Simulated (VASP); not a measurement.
CoO: relaxation of cell and atoms with PBE exchange alone

CoO:

```
Co O
1.0
     0.00000    2.13150    2.13150
     2.13150    0.00000    2.13150
     2.13150    2.13150    0.00000
Co O
1 1
Cartesian
  0.0000 0.0000 0.0000
  2.1315 2.1315 2.1315
```

```
Program                : VASP 6.6.1
Task                   : relaxation of cell and atoms
Functional             : PBE exchange alone
Potentials or basis    : VASP PAW PBE potentials, release 64 (Co, O)
Cutoff                 : 600 eV
k mesh                 : 11 × 11 × 11
Occupations            : fermi-dirac, width 0.05 eV
Spin                   : collinear spin, ferromagnetic start
Starting moments       : [2.0, 0.0] μB
Dipole correction      : no
Further INCAR settings : ALGO = Normal; EDIFF = 1e-06; IBRION = 2; EDIFFG = -0.01; NSW = 60; ISIF = 3
```

The relaxed volume is 10.96 Å³/atom, the relaxed cell is a = 3.141 Å, b = 3.141 Å, c = 3.141 Å, α = 60.00°, β = 60.00°, γ = 60.00° and the space group after relaxing (to 0.05 Å) is Fm-3m (No. 225). The energy gained by relaxing is 77.2 meV/atom and the ionic steps are 3. The pressure after relaxing is 0.1 GPa. The band gap on the k mesh is zero (filled and empty bands overlap) and the net moment is 3.00 μB per cell. The site moments are Co +2.64; O +0.30 μB and the valence electrons inside the program's atomic spheres are Co 7.62; O 4.94.

The path:
| step | energy change (eV) | largest force (eV/Å) | pressure (GPa) | volume (Å³) |
| --- | --- | --- | --- | --- |
| 1 | 0.0000 | 0.0000 | 21.69 | 19.37 |
| 2 | -0.1242 | 0.0000 | -6.76 | 23.28 |
| 3 | -0.1544 | 0.0000 | 0.10 | 21.92 |

Final structure:
```
Co O
1.0
     0.00000    2.22132    2.22132
     2.22132    0.00000    2.22132
     2.22132    2.22132    0.00000
Co O
1 1
Direct
  0.00000 0.00000 0.00000
  0.50000 0.50000 0.50000
```

Levels at points of the mesh, in eV from the Fermi level:
Spin up:
```csv
k point,band 6,band 7,band 8,band 9,band 10,band 11,band 12
"(0.00, 0.00, 0.00)",-3.14,-2.69,-2.69,-2.69,0.54,17.08,17.40
```
Spin down:
```csv
k point,band 3,band 4,band 5,band 6,band 7,band 8,band 9,band 10
"(0.00, 0.00, 0.00)",-2.04,-2.04,-0.86,-0.86,-0.86,0.36,0.37,1.19
```

Run time: 60 s on 1 thread of Intel(R) Xeon(R) Platinum 8259CL CPU @ 2.50GHz (Skylake/Cascade Lake) (shared host), peak memory 0.17 GiB.

Caveat: the volume moved by +13 % from the deposited cell, more than functionals usually miss; a cell with one magnetic atom can't hold antiferromagnetic order, which such compounds often take; semilocal functionals often make such compounds metallic where correlation or magnetic order opens a gap, which also shifts bond lengths. Zero-point motion and thermal expansion aren't in these numbers.
